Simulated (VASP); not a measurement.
Wanted: the native input for a VASP 6.6.1 run.

```yaml
Task: relaxation of cell and atoms
Functional: PBE
Potentials_or_basis: VASP PAW PBE potentials, release 64 (W_sv, S)
Cutoff: 600 eV
k_mesh: 12 × 12 × 12
Occupations: gaussian, width 0.02 eV
Spin: no spin polarisation
Hubbard_terms: W d U = 6.2 eV
Dipole_correction: no
Further_INCAR_settings: ALGO = Normal; EDIFF = 1e-06; IBRION = 2; EDIFFG = -0.01; NSW = 100; ISIF = 3
```

The structure of WS lies in POSCAR:

```
WS
1.0
    3.2404427506      0.0000000000      0.0000000000
    0.0000000000      3.2404427506      0.0000000000
    0.0000000000      0.0000000000      3.2404427506
W S
1 1
Direct
    0.0000000000      0.0000000000      0.0000000000
    0.5000000000      0.5000000000      0.5000000000
```

The input as run:

INCAR

```
ALGO = Normal
EDIFF = 1E-6
EDIFFG = -0.01
ENCUT = 600
GGA = PE
IBRION = 2
ISIF = 3
ISMEAR = 0
LASPH = True
LCHARG = False
LDAU = True
LDAUJ = 0 0
LDAUL = 2 -1
LDAUPRINT = 1
LDAUTYPE = 2
LDAUU = 6.2 0
LMAXMIX = 4
LREAL = False
LWAVE = False
NELM = 150
NSW = 100
PREC = Accurate
SIGMA = 0.02
```

KPOINTS

```
k-points
0
Gamma
  12 12 12
```

Potentials or basis: VASP PAW PBE potentials, release 64 (W_sv, S).

Run with:

```console
$ cat potpaw_PBE.64/W_sv/POTCAR potpaw_PBE.64/S/POTCAR > POTCAR
$ mpirun -np 1 vasp_std > vasp.out
```

It gave:

The relaxed volume is 14.17 Å³/atom and the relaxed cell is a = 3.049 Å, b = 3.049 Å, c = 3.049 Å, α = 90.00°, β = 90.00°, γ = 90.00°. The space group after relaxing (to 0.05 Å) is Pm-3m (No. 221), the energy gained by relaxing is 263.3 meV/atom and the ionic steps are 7. The pressure after relaxing is 0.0 GPa and the band gap on the k mesh is zero (band 10 reaches 14.64 eV, above the bottom of band 11 at 11.69 eV).

Caveat: the electronic state changed during the relaxation; the volume moved by over 15 % at a fixed basis, so the end points are rough; spin-orbit coupling is left out, which moves the levels of the heavy elements; U without spin polarisation on a metal has little footing.

Run time: 88 s on 1 thread of Intel(R) Xeon(R) 6975P-C (Granite Rapids), with other jobs on the host, peak memory 0.2 GiB.
